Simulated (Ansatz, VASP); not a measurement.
**One calculation of Ca, two programs**

INCAR

```
PREC     = Accurate       # precision mode
ENCUT    = 520            # plane-wave cutoff, eV
EDIFF    = 1E-6           # SCF threshold, eV
ISMEAR   = 0              # smearing method
SIGMA    = 0.15           # smearing width, eV
LREAL    = False          # projectors in reciprocal space
LASPH    = True           # aspherical terms in the spheres
NELM     = 60             # most SCF steps
ALGO     = Normal         # electronic algorithm
ISIF     = 2              # what is computed and relaxed
LWAVE    = False          # write WAVECAR
LCHARG   = True           # write CHGCAR
GGA      = PE             # functional
LELF     = True           # ELF
LVHAR    = True         
NBANDS   = 11             # bands
```

The input KPOINTS:

```
Automatic mesh
0
Gamma
  14 14 14
```

The input POSCAR:

```
Ca
1.0
    0.0000000000      2.7942000000      2.8361130000
    2.7942000000      0.0000000000      2.8361130000
    2.7942000000      2.7942000000      0.0000000000
Ca
1
Direct
    0.0000000000      0.0000000000      0.0000000000
```

Input for Ansatz:

```yaml
crystal:
  lattice:
    - [0.0, 2.7942, 2.836113]
    - [2.7942, 0.0, 2.836113]
    - [2.7942, 2.7942, 0.0]
  atoms:
    - { symbol: Ca, position: [0.0, 0.0, 0.0] }
basis:
  ecutwfc: 420
kpoints:
  mp_grid: { grid: [14, 14, 14] }
hamiltonian:
  xc: pbe
scf:
  occupations: { method: gaussian, width: 0.15 }
output:
  forces: true
  stress: true
  eigenvalues: true
```

Change from the starting cell: strain +0.000 along x and y, +0.015 along z, atoms carried along.

Alike in both runs: task single point; functional PBE; k mesh 14 × 14 × 14; occupations gaussian, width 0.15 eV; no spin polarisation.

|  | VASP | Ansatz |
| --- | --- | --- |
| version | VASP 6.6.1 | Ansatz 0.2.0 |
| potentials or method | VASP PAW PBE potentials, release 64 (Ca_sv), cutoff 520 eV | scalar-relativistic, plane waves, PAW |
| valence electrons in the cell | 10 | 10 |

```tsv
	VASP	Ansatz	Ansatz less VASP
gap on the k mesh at the Fermi level (eV)	none	none	-
pressure (GPa)	-0.8	-0.8	0.00
traceless stress, the component that is largest in VASP (GPa)	-0.08	-0.08	0.000
```

A gap of «none» marks a metal or a gap that the smearing closes. The functional is the same, so the differences come from potentials, cutoffs and numerics.
